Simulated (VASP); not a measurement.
# Al3InAs4 (P-43m) in VASP: further runs

The runs below take Al3InAs4 through relaxation of the atoms, with PBE.

Program: VASP 6.6.1. These are calculated values, not measurements. Logs are shortened: lines on timing, memory, paths and dates and some standing lists are left out, and cuts for length are marked.

**1. The cell of the first run**

It takes space group P-43m (No. 215, cubic). Conventional cell: a = 5.716 Å, b = 5.716 Å, c = 5.716 Å, α = 90.00°, β = 90.00°, γ = 90.00°. Within 3.2 Å of Al (site symmetry -42m) lie 4 As at 2.44 Å. In (site symmetry -43m) has 4 As at 2.58 Å within 3.4 Å. As (site symmetry 3m) has 3 Al at 2.44 Å and 1 In at 2.58 Å within 3.2 Å.

**2. Relaxation of the atoms, PBE (23.35 Å³/atom)**

INCAR reads:

```
SYSTEM = Al3InAs4
PREC = Accurate
ENCUT = 520
EDIFF = 1E-7
ISMEAR = 0
SIGMA = 0.02
LREAL = .FALSE.
LASPH = .TRUE.
NELM = 80
ALGO = Normal
ISIF = 2
LWAVE = .FALSE.
LCHARG = .FALSE.
GGA = PE
IBRION = 2
NSW = 50
EDIFFG = -0.01
```

KPOINTS reads:

```
Automatic mesh
0
G
  6 6 6
  0 0 0
```

POSCAR reads:

```
Al3InAs4
1.0
    5.7163622967      0.0000000000      0.0000000000
    0.0000000000      5.7163622967      0.0000000000
    0.0000000000      0.0000000000      5.7163622967
Al In As
3 1 4
Direct
    0.5000000000      0.0000000000      0.0000000000
    0.0000000000      0.0000000000      0.5000000000
    0.0000000000      0.5000000000      0.0000000000
    0.5000000000      0.5000000000      0.5000000000
    0.7609161215      0.2390838785      0.7609161215
    0.7609161215      0.7609161215      0.2390838785
    0.2390838785      0.2390838785      0.2390838785
    0.2390838785      0.7609161215      0.7609161215
```

Potentials or basis: VASP PAW PBE potentials, release 64 (Al, In_d, As).

Started as:

```bash
cat potpaw_PBE.64/Al/POTCAR potpaw_PBE.64/In_d/POTCAR potpaw_PBE.64/As/POTCAR > POTCAR
mpirun -np 1 vasp_std > vasp.out
```

OUTCAR:

```text
SYSTEM = Al3InAs4
   PREC = Accurate
   ENCUT = 520
   EDIFF = 1E-7
   ISMEAR = 0
   LREAL = .FALSE.
   LASPH = .TRUE.
   NELM = 80
   ISIF = 2
   GGA = PE
   IBRION = 2
   NSW = 50
   EDIFFG = -0.01

 ion  position               nearest neighbor table
   1  0.500  0.000  0.000-   5 2.44   6 2.44   7 2.44   8 2.44
   2  0.000  0.000  0.500-   5 2.44   6 2.44   7 2.44   8 2.44
   3  0.000  0.500  0.000-   5 2.44   6 2.44   7 2.44   8 2.44
   4  0.500  0.500  0.500-   5 2.58   6 2.58   7 2.58   8 2.58
   5  0.761  0.239  0.761-   1 2.44   2 2.44   3 2.44   4 2.58
   6  0.761  0.761  0.239-   1 2.44   2 2.44   3 2.44   4 2.58
   7  0.239  0.239  0.239-   1 2.44   2 2.44   3 2.44   4 2.58
   8  0.239  0.761  0.761-   1 2.44   2 2.44   3 2.44   4 2.58

  LATTYP: Found a simple cubic cell.
 ALAT       =     5.7163622967

  Lattice vectors:

 A1 = (   5.7163622967,   0.0000000000,   0.0000000000)
 A2 = (   0.0000000000,   5.7163622967,   0.0000000000)
 A3 = (   0.0000000000,   0.0000000000,   5.7163622967)

Analysis of symmetry for initial positions (statically):
=====================================================================
 Subroutine PRICEL returns:
 Original cell was already a primitive cell.

 Routine SETGRP: Setting up the symmetry group for a
 simple cubic supercell.

 Subroutine GETGRP returns: Found 24 space group operations
 (whereof 24 operations were pure point group operations)
 out of a pool of 48 trial point group operations.

The static configuration has the point symmetry T_d .

Analysis of symmetry for dynamics (positions and initial velocities):
=====================================================================
 Subroutine PRICEL returns:
 Original cell was already a primitive cell.

 Routine SETGRP: Setting up the symmetry group for a
 simple cubic supercell.

 Subroutine GETGRP returns: Found 24 space group operations
 (whereof 24 operations were pure point group operations)
[... 173 lines left out ...]
  energy-cutoff  :      520.00
  volume of cell :      186.79
      direct lattice vectors                 reciprocal lattice vectors
     5.716362297  0.000000000  0.000000000     0.174936428  0.000000000  0.000000000
     0.000000000  5.716362297  0.000000000     0.000000000  0.174936428  0.000000000
     0.000000000  0.000000000  5.716362297     0.000000000  0.000000000  0.174936428

 POSITION                                       TOTAL-FORCE (eV/Angst)
 -----------------------------------------------------------------------------------
      2.85818      0.00000      0.00000        -0.000000     -0.000000     -0.000000
      0.00000      0.00000      2.85818        -0.000000      0.000000     -0.000000
      0.00000      2.85818      0.00000        -0.000000      0.000000     -0.000000
      2.85818      2.85818      2.85818        -0.000000     -0.000000     -0.000000
      4.34967      1.36669      4.34967         0.012315     -0.012315      0.012315
      4.34967      4.34967      1.36669         0.012315      0.012315     -0.012315
      1.36669      1.36669      1.36669        -0.012315     -0.012315     -0.012315
      1.36669      4.34967      4.34967        -0.012315      0.012315      0.012315
 -----------------------------------------------------------------------------------
    total drift:                               -0.000000     -0.000000      0.000000

  FREE ENERGIE OF THE ION-ELECTRON SYSTEM (eV)
  ---------------------------------------------------
  free  energy   TOTEN  =       -35.6213055595 eV

  energy  without entropy=      -35.6213055595  energy(sigma->0) =      -35.62130556

--------------------------------------- Ionic step        2  -------------------------------------------

 number of electron      42.0000008 magnetization

 Free energy of the ion-electron system (eV)
  ---------------------------------------------------
  ext. energy  EPLUGINS =         0.00000000
  ---------------------------------------------------
  free energy    TOTEN  =       -35.62136523 eV

  energy without entropy =      -35.62136523  energy(sigma->0) =      -35.62136523

 E-fermi :   4.3579     XC(G=0):  -9.1642

 val. band max:        4.2356711202   @ k =   0.0000   0.0000   0.0000
 cond. band min:       5.8024918713   @ k =   0.0000   0.0000   0.0000
 fundamental gap:      1.5668207512
 Fermi energy:         4.3578929984

 k-point     1 :       0.0000    0.0000    0.0000
  band No.  band energies     occupation
      1      -9.8333      2.00000
      2      -9.8333      2.00000
      3      -9.8333      2.00000
      4      -9.6880      2.00000
      5      -9.6880      2.00000
      6      -7.7193      2.00000
[... 569 lines left out ...]
     25       6.2451      0.00000
     26       8.6623      0.00000

------------------------ aborting loop because EDIFF is reached ----------------------------------------

  FORCE on cell =-STRESS in cart. coord.  units (eV):
  Direction    XX          YY          ZZ          XY          YZ          ZX
  --------------------------------------------------------------------------------------
  -------------------------------------------------------------------------------------
  Total        5.3579356      5.3579356      5.3579356      0.0000000      0.0000000      0.0000000
  in kB       45.9567000     45.9567000     45.9567000      0.0000000      0.0000000      0.0000000
  external PRESSURE =      45.9567000 kB  Pullay stress =       0.0000000 kB

 VOLUME and BASIS-vectors are now :
 -----------------------------------------------------------------------------
  energy-cutoff  :      520.00
  volume of cell :      186.79
      direct lattice vectors                 reciprocal lattice vectors
     5.716362297  0.000000000  0.000000000     0.174936428  0.000000000  0.000000000
     0.000000000  5.716362297  0.000000000     0.000000000  0.174936428  0.000000000
     0.000000000  0.000000000  5.716362297     0.000000000  0.000000000  0.174936428

 POSITION                                       TOTAL-FORCE (eV/Angst)
 -----------------------------------------------------------------------------------
      2.85818      5.71636      5.71636         0.000000      0.000000      0.000000
      5.71636      0.00000      2.85818         0.000000      0.000000      0.000000
      5.71636      2.85818      5.71636         0.000000      0.000000      0.000000
      2.85818      2.85818      2.85818         0.000000      0.000000      0.000000
      4.35027      1.36610      4.35027         0.004704     -0.004704      0.004704
      4.35027      4.35027      1.36610         0.004704      0.004704     -0.004704
      1.36610      1.36610      1.36610        -0.004704     -0.004704     -0.004704
      1.36610      4.35027      4.35027        -0.004704      0.004704      0.004704
 -----------------------------------------------------------------------------------
    total drift:                               -0.000000     -0.000000      0.000000

  FREE ENERGIE OF THE ION-ELECTRON SYSTEM (eV)
  ---------------------------------------------------
  free  energy   TOTEN  =       -35.6213652317 eV

  energy  without entropy=      -35.6213652317  energy(sigma->0) =      -35.62136523

 reached required accuracy - stopping structural energy minimisation
```

OSZICAR:

```text
N       E                     dE             d eps       ncg     rms          rms(c)
DAV:   1     0.261491116920E+03    0.26149E+03   -0.17234E+04  1040   0.146E+03
DAV:   2    -0.773123034534E+01   -0.26922E+03   -0.26220E+03  1168   0.304E+02
DAV:   3    -0.356878371524E+02   -0.27957E+02   -0.26969E+02  1360   0.995E+01
[... 16 lines left out ...]
DAV:   1    -0.356213525953E+02   -0.47021E-04   -0.22174E-03  1102   0.209E-01    0.247E-02
DAV:   2    -0.356213662967E+02   -0.13701E-04   -0.15476E-04  1322   0.652E-02    0.513E-03
DAV:   3    -0.356213654997E+02    0.79705E-06   -0.31452E-06  1320   0.112E-02    0.377E-03
DAV:   4    -0.356213652918E+02    0.20794E-06   -0.78757E-07  1224   0.392E-03    0.164E-03
DAV:   5    -0.356213652317E+02    0.60085E-07   -0.93359E-08   656   0.179E-03
   2 F= -.35621365E+02 E0= -.35621365E+02  d E =-.596722E-04
```

CONTCAR:

```text
Al3InAs4
   1.00000000000000
     5.7163622966999998    0.0000000000000000    0.0000000000000000
     0.0000000000000000    5.7163622966999998    0.0000000000000000
     0.0000000000000000    0.0000000000000000    5.7163622966999998
  Al              In              As
     3     1     4
Direct
     0.5000000000000000    1.0000000000000000    1.0000000000000000
     1.0000000000000000    0.0000000000000000    0.5000000000000000
     1.0000000000000000    0.5000000000000000    1.0000000000000000
     0.5000000000000000    0.5000000000000000    0.5000000000000000
     0.7610200567408044    0.2389799432591956    0.7610200567408044
     0.7610200567408044    0.7610200567408044    0.2389799432591956
     0.2389799432591956    0.2389799432591956    0.2389799432591956
     0.2389799432591956    0.7610200567408044    0.7610200567408044

  0.00000000E+00  0.00000000E+00  0.00000000E+00
  0.00000000E+00  0.00000000E+00  0.00000000E+00
  0.00000000E+00  0.00000000E+00  0.00000000E+00
  0.00000000E+00  0.00000000E+00  0.00000000E+00
  0.00000000E+00  0.00000000E+00  0.00000000E+00
  0.00000000E+00  0.00000000E+00  0.00000000E+00
  0.00000000E+00  0.00000000E+00  0.00000000E+00
  0.00000000E+00  0.00000000E+00  0.00000000E+00
```

It took 4.2 min on 1 thread of Oxide Virtual Turin-like, shared host; peak memory 0.35 GiB.

What came out:

```
Free energy                  : -35.6214 eV
Energy gained by relaxing    : 0.0 meV/atom
Ionic steps                  : 2
Pressure after relaxing      : 4.6 GPa
Largest force after relaxing : 0.008 eV/Å
Band gap on the k mesh       : 1.57 eV
```

Forces in eV/Å, atoms in the order of the input:
```
Al   0.000  0.000  0.000
Al   0.000  0.000  0.000
Al   0.000  0.000  0.000
In   0.000  0.000  0.000
As   0.005 -0.005  0.005
As   0.005  0.005 -0.005
As  -0.005 -0.005 -0.005
As  -0.005  0.005  0.005
```

Final structure:
```
CELL_PARAMETERS angstrom
5.71636 0.00000 0.00000
0.00000 5.71636 0.00000
0.00000 0.00000 5.71636
ATOMIC_POSITIONS crystal
Al 0.50000 0.00000 0.00000
Al 0.00000 0.00000 0.50000
Al 0.00000 0.50000 0.00000
In 0.50000 0.50000 0.50000
As 0.76102 0.23898 0.76102
As 0.76102 0.76102 0.23898
As 0.23898 0.23898 0.23898
As 0.23898 0.76102 0.76102
```

Levels at points of the mesh, in eV from the valence-band top:
```tsv
k point	band 19	band 20	band 21	band 22	band 23	band 24
(0.00, 0.00, 0.00)	0.00	0.00	0.00	1.57	1.57	1.57
(0.50, 0.00, 0.00)	-1.53	-1.14	-1.14	2.39	2.66	3.44
(0.50, 0.50, 0.00)	-0.91	-0.73	-0.73	3.09	3.09	3.29
(0.50, 0.50, 0.50)	-0.52	-0.52	-0.52	1.65	2.01	2.01
```

Caveat: spin-orbit coupling is left out, which moves the levels of the heavy elements. A k mesh can miss the band edges.

**3. Relaxation of the atoms, PBE (24.09 Å³/atom)**

This run uses another cell than the first one, of 24.09 Å³/atom.

INCAR reads:

```
PREC = Accurate
ENCUT = 520
EDIFF = 1E-6
ISMEAR = 0
SIGMA = 0.02
LREAL = F
LASPH = T
NELM = 60
ALGO = Normal
ISIF = 2
LWAVE = F
LCHARG = F
GGA = PE
IBRION = 2
NSW = 50
EDIFFG = -0.01
```

KPOINTS reads:

```
regular mesh
0
Gamma
  6 6 6
```

POSCAR reads:

```
Al3InAs4
1.0
    5.7765389536      0.0000000000      0.0000000000
    0.0000000000      5.7765389536      0.0000000000
    0.0000000000      0.0000000000      5.7765389536
Al In As
3 1 4
Direct
    0.5000000000      0.0000000000      0.0000000000
    0.0000000000      0.0000000000      0.5000000000
    0.0000000000      0.5000000000      0.0000000000
    0.5000000000      0.5000000000      0.5000000000
    0.7606310000      0.2393690000      0.7606310000
    0.7606310000      0.7606310000      0.2393690000
    0.2393690000      0.2393690000      0.2393690000
    0.2393690000      0.7606310000      0.7606310000
```

Potentials or basis: VASP PAW PBE potentials, release 64 (Al, In_d, As).

Started as:

```bash
cat potpaw_PBE.64/Al/POTCAR potpaw_PBE.64/In_d/POTCAR potpaw_PBE.64/As/POTCAR > POTCAR
mpirun -np 1 vasp_std > vasp.out
```

It took 4.7 min on 1 thread of Oxide Virtual Turin-like, shared host; peak memory 0.35 GiB.

It converged, with:

- Free energy: -35.7467 eV
- Energy gained by relaxing: 0.0 meV/atom
- Ionic steps: 3
- Pressure after relaxing: 2.2 GPa
- Band gap on the k mesh: 1.38 eV

Step by step:
```csv
step,energy change (eV),largest force (eV/Å),pressure (GPa)
1,0.0000,0.0305,2.19
2,-0.0001,0.0130,2.18
3,-0.0002,0.0001,2.18
```

Final structure:
```
Al In As
1.0
     5.77654    0.00000    0.00000
     0.00000    5.77654    0.00000
     0.00000    0.00000    5.77654
Al In As
3 1 4
Direct
  0.50000 0.00000 0.00000
  0.00000 0.00000 0.50000
  0.00000 0.50000 0.00000
  0.50000 0.50000 0.50000
  0.76089 0.23911 0.76089
  0.76089 0.76089 0.23911
  0.23911 0.23911 0.23911
  0.23911 0.76089 0.76089
```

Levels at points of the mesh, in eV from the valence-band top:
```
           k point  band 18  band 19  band 20  band 21  band 22  band 23  band 24  band 25
(0.00, 0.00, 0.00)    -2.11     0.00     0.00     0.00     1.38     1.60     1.60     1.60
(0.50, 0.00, 0.00)    -1.48    -1.48    -1.10    -1.10     2.39     2.65     3.36     3.54
(0.50, 0.50, 0.00)    -1.26    -0.89    -0.71    -0.71     3.02     3.02     3.18     3.62
(0.50, 0.50, 0.50)    -0.98    -0.51    -0.51    -0.51     1.54     1.89     1.89     1.89
```

Caveat: spin-orbit coupling is left out, which moves the levels of the heavy elements. A k mesh can miss the band edges.
